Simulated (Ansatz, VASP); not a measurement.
**One calculation of BiTe, two programs**

File INCAR:

```
PREC = Accurate
ENCUT = 520
EDIFF = 1E-7
ISMEAR = 0
SIGMA = 0.1
LREAL = F
LASPH = T
NELM = 80
ALGO = Normal
ISIF = 2
LWAVE = F
LCHARG = T
GGA = PE
LELF = T
LVHAR = T
NBANDS = 18
```

KPOINTS

```
regular mesh
0
Gamma
  12 12 12
```

The input POSCAR:

```
BiTe
1.0
    0.0000000000      3.3157456000      3.3157456000
    3.3157456000      0.0000000000      3.3157456000
    3.3157456000      3.3157456000      0.0000000000
Bi Te
1 1
Direct
    0.0000000000      0.0000000000      0.0000000000
    0.5000000000      0.5000000000      0.5000000000
```

Input for Ansatz:

```yaml
crystal:
  lattice:
    - [0.0, 3.3157456, 3.3157456]
    - [3.3157456, 0.0, 3.3157456]
    - [3.3157456, 3.3157456, 0.0]
  atoms:
    - { symbol: Bi, position: [0.0, 0.0, 0.0] }
    - { symbol: Te, position: [0.5, 0.5, 0.5] }
basis:
  ecutwfc: 420
kpoints:
  mp_grid: { grid: [12, 12, 12] }
hamiltonian:
  xc: pbe
scf:
  occupations: { method: gaussian, width: 0.1 }
output:
  forces: true
  stress: true
  eigenvalues: true
  populations: true
```

Alike in both runs: task single point; functional PBE; k mesh 12 × 12 × 12; occupations gaussian, width 0.1 eV; no spin polarisation.

```csv
,VASP,Ansatz
version,VASP 6.6.1,Ansatz 0.2.0
potentials or method,"VASP PAW PBE potentials, release 64 (Bi_d, Te), cutoff 520 eV","scalar-relativistic, plane waves, PAW"
valence electrons in the cell,21,31
```

VASP gave:

| Item | Value |
| --- | --- |
| gap on the k mesh at the Fermi level (eV) | none |
| pressure (GPa) | -2.5 |

Problem. Which values does Ansatz return?

Solution. gap on the k mesh at the Fermi level (eV): none; pressure (GPa): -2.4.

A gap of «none» marks a metal or a gap that the smearing closes. VASP's potentials hold 21 valence electrons a cell and Ansatz's 31, so a difference there can come from the potentials and not from the codes.

Spin-orbit coupling is off throughout.
